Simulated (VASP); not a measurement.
# Be3Mo2: single point with PBE

Be3Mo2:

```xyz
5
Lattice="-1.5395 1.5395 6.5044 1.5395 -1.5395 6.5044 1.5395 1.5395 -6.5044" Properties=species:S:1:pos:R:3 pbc="T T T"
Be    0.0000    0.0000    1.2694
Be    0.0000    0.0000    6.5044
Be    0.0000    0.0000   11.7394
Mo    0.0000    0.0000    3.9572
Mo    0.0000    0.0000    9.0517
```

```
Program             : VASP 6.6.1
Task                : single point
Functional          : PBE
Potentials or basis : VASP PAW PBE potentials, release 64 (Be, Mo_sv)
Cutoff              : 520 eV
k mesh              : 8 × 8 × 8
Occupations         : gaussian, width 0.1 eV
Spin                : collinear spin
Starting moments    : [0.0, 0.0, 0.0, 1.0, 1.0] μB
```

```json
{
 "Pressure": "0.5 GPa",
 "Largest force": "0.063 eV/Å",
 "Band gap on the k mesh": "zero (filled and empty bands overlap)",
 "Net moment": "0.00 μB per cell",
 "Valence electrons inside the program's atomic spheres": "Be 0.99, 0.90 (each value once); Mo 12.65"
}
```

Forces in eV/Å, atoms in the order of the input:
```
Be   0.000  0.000 -0.011
Be   0.000  0.000  0.000
Be   0.000  0.000  0.011
Mo   0.000  0.000  0.063
Mo   0.000  0.000 -0.063
```

Stress tensor (GPa, compression positive):
```
0.54 0.00 0.00
0.00 0.54 0.00
0.00 0.00 0.33
```

Levels at points of the mesh, in eV from the Fermi level:
Spin up:
```
           k point  band 13  band 14  band 15  band 16  band 17  band 18  band 19  band 20  band 21  band 22
(0.00, 0.00, 0.00)    -3.17    -0.21    -0.21     0.16     0.27     0.83     0.83     2.25     3.89     5.50
(0.50, 0.00, 0.00)    -2.14    -1.77    -1.65    -1.64     0.04     0.80     1.52     3.13     3.23     3.62
(0.50, 0.50, 0.00)    -2.56    -1.62    -0.69    -0.35     0.32     0.63     1.09     2.48     3.50     3.50
(0.50, 0.50, 0.50)    -1.58    -0.37    -0.37     0.16     0.31     1.35     1.35     2.50     3.82     3.82
```
Spin down:
```csv
k point,band 15,band 16,band 17,band 18,band 19,band 20
"(0.00, 0.00, 0.00)",-0.21,0.16,0.27,0.83,0.83,2.25
"(0.50, 0.00, 0.00)",-1.65,-1.64,0.04,0.80,1.52,3.13
"(0.50, 0.50, 0.00)",-0.69,-0.35,0.32,0.63,1.09,2.48
"(0.50, 0.50, 0.50)",-0.37,0.16,0.31,1.35,1.35,2.50
```

It took 25 min on 1 thread of Oxide Virtual Turin-like Processor (shared host), peak memory 0.56 GiB.
